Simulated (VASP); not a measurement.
Crystal: Ru.

```
Ru
1.0
     4.08826    0.00000    0.00000
    -2.04413    3.54054    0.00000
     0.00000    0.00000    4.75325
Ru
4
Direct
  0.00000 0.00000 0.25000
  0.00000 0.00000 0.75000
  0.33333 0.66667 0.75000
  0.66667 0.33333 0.25000
```

* Program: VASP 6.6.1
* Task: relaxation of cell and atoms
* Functional: PBEsol
* Potentials or basis: VASP PAW PBE potentials, release 64 (Ru_pv)
* Cutoff: 600 eV
* k mesh: 6 × 6 × 4
* Occupations: gaussian, width 0.1 eV
* Spin: no spin polarisation

At the start: pressure -0.4 GPa; volume 17.20 Å³/atom.

Q: How do energy, volume and symmetry change on relaxing?

A: Over 3 steps the energy falls by 4.2 meV/atom and the volume is 17.10 Å³/atom (-0.6 %); space group P6_3/mmc (No. 194, to 0.05 Å).

The path:
| step | energy change (eV) | largest force (eV/Å) | pressure (GPa) | volume (Å³) |
| --- | --- | --- | --- | --- |
| 1 | 0.0000 | 0.0000 | -0.39 | 68.80 |
| 2 | -0.0168 | 0.0000 | 0.10 | 68.37 |
| 3 | -0.0170 | 0.0000 | 0.06 | 68.41 |

Final structure:
```
Ru
1.0
     4.11195    0.00000    0.00000
    -2.05597    3.56105    0.00000
     0.00000    0.00000    4.67202
Ru
4
Cartesian
  0.0000 0.0000 1.1680
  0.0000 0.0000 3.5040
  0.0000 2.3740 3.5040
  2.0560 1.1870 1.1680
```

Caveat: the PAW data sets were made with another functional, which shifts forces and pressure a little.
